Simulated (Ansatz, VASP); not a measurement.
## One calculation of Ni, two programs

Contents of INCAR:

```
SYSTEM = Ni
ALGO = Normal
EDIFF = 1E-8
ENCUT = 520
GGA = PE
GGA_COMPAT = .FALSE.
ISIF = 2
ISMEAR = -1
ISPIN = 2
LASPH = .TRUE.
LCHARG = .FALSE.
LEFG = .TRUE.
LMAXMIX = 4
LORBIT = 11
LREAL = .FALSE.
LWAVE = .FALSE.
MAGMOM = 1.5
NBANDS = 15
NELM = 200
PREC = Accurate
SIGMA = 0.05
```

KPOINTS

```
k-points
0
G
  20 20 20
  0 0 0
```

Contents of POSCAR:

```
Ni
1.0
    0.0000000000      1.8033090000      1.7679500000
    1.8033090000      0.0000000000      1.7679500000
    1.8033090000      1.8033090000      0.0000000000
Ni
1
Direct
    0.0000000000      0.0000000000      0.0000000000
```

Input for Ansatz:

```yaml
crystal:
  lattice:
    - [0.0, 1.803309, 1.76795]
    - [1.803309, 0.0, 1.76795]
    - [1.803309, 1.803309, 0.0]
  atoms:
    - { symbol: Ni, position: [0.0, 0.0, 0.0], spin: 1.5 }
magnetization:
  spin_polarized: true
kpoints:
  mp_grid: { grid: [20, 20, 20] }
scf:
  occupations: { method: fermi_dirac, width: 0.05 }
hamiltonian:
  xc: pbe
  pseudopotentials: { kind: all_electron, datasets: crystal }
output:
  forces: true
  stress: true
  eigenvalues: true
  efg: { contact_densities: true }
```

Change from the starting cell: equal xx and yy strain of +2 %, crystal datasets.

Alike in both runs: task electric field gradients; functional PBE; k mesh 20 × 20 × 20; occupations fermi-dirac, width 0.05 eV; collinear spin.

```csv
,VASP,Ansatz
version,VASP 6.6.1,Ansatz 0.2.0
potentials or method,"VASP PAW PBE potentials, release 64 (Ni), cutoff 520 eV","all-electron PAW with datasets made for the crystal, scalar-relativistic"
```

```csv
,VASP,Ansatz,Ansatz less VASP
pressure (GPa),-9.3,-9.5,-0.14
"traceless stress, the component that is largest in VASP (GPa)",1.26,1.30,+0.042
net moment per atom (μB),0.64,0.65,+0.010
size of the moment on the site where the two differ most (μB),0.65,0.69,+0.035
size of Vzz on the site where it differs most (V/Å²),1.6,1.4,-0.21
```

Site moments also hang on the region over which each program counts them. Ansatz ran all-electron here, and VASP with PAW potentials. Ansatz's warnings: printed levels off.
